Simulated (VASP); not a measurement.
Wanted: the native input for a VASP 6.6.1 run.

```
Task                   : relaxation of cell and atoms
Functional             : PBE
Potentials or basis    : VASP PAW PBE potentials, release 64 (Be, Nb_sv, As)
Cutoff                 : 600 eV
k mesh                 : 10 × 10 × 10
Occupations            : gaussian, width 0.1 eV
Spin                   : no spin polarisation
Dipole correction      : no
Further INCAR settings : ALGO = Normal; EDIFF = 1e-06; IBRION = 2; EDIFFG = -0.01; NSW = 100; ISIF = 3
```

The structure of Be3NbAs lies in POSCAR:

```
Be3NbAs
1.0
    4.1584033868      0.0000000000      0.0000000000
    0.0000000000      4.1584033868      0.0000000000
    0.0000000000      0.0000000000      4.1584033868
Be Nb As
3 1 1
Direct
    0.0000000000      0.5000000000      0.5000000000
    0.5000000000      0.0000000000      0.5000000000
    0.5000000000      0.5000000000      0.0000000000
    0.0000000000      0.0000000000      0.0000000000
    0.5000000000      0.5000000000      0.5000000000
```

One way to write it, as run:

INCAR

```
SYSTEM = Be3NbAs
PREC = Accurate
ENCUT = 600
EDIFF = 1E-6
ISMEAR = 0
SIGMA = 0.1
LREAL = .FALSE.
LASPH = .TRUE.
NELM = 60
ALGO = Normal
ISIF = 3
LWAVE = .FALSE.
LCHARG = .FALSE.
GGA = PE
IBRION = 2
NSW = 100
EDIFFG = -0.01
```

KPOINTS

```
Automatic mesh
0
G
  10 10 10
  0 0 0
```

Potentials or basis: VASP PAW PBE potentials, release 64 (Be, Nb_sv, As).

Run with:

```bash
$ cat potpaw_PBE.64/Be/POTCAR potpaw_PBE.64/Nb_sv/POTCAR potpaw_PBE.64/As/POTCAR > POTCAR
$ mpirun -np 1 vasp_std > vasp.out
```

It gave:

The relaxed volume is 14.41 Å³/atom, the relaxed cell is a = 4.161 Å, b = 4.161 Å, c = 4.161 Å, α = 90.00°, β = 90.00°, γ = 90.00° and the space group after relaxing (to 0.1 Å) is Pm-3m (No. 221). The energy gained by relaxing is 0.0 meV/atom and the ionic steps are 2. The pressure after relaxing is 0.0 GPa and the band gap on the k mesh is zero (bands 12 and 13 overlap by 1.37 eV).

Wall time 69 s on 1 thread of Intel(R) Xeon(R) Platinum 8488C (Sapphire Rapids), with other jobs on the host, peak memory 0.28 GiB.
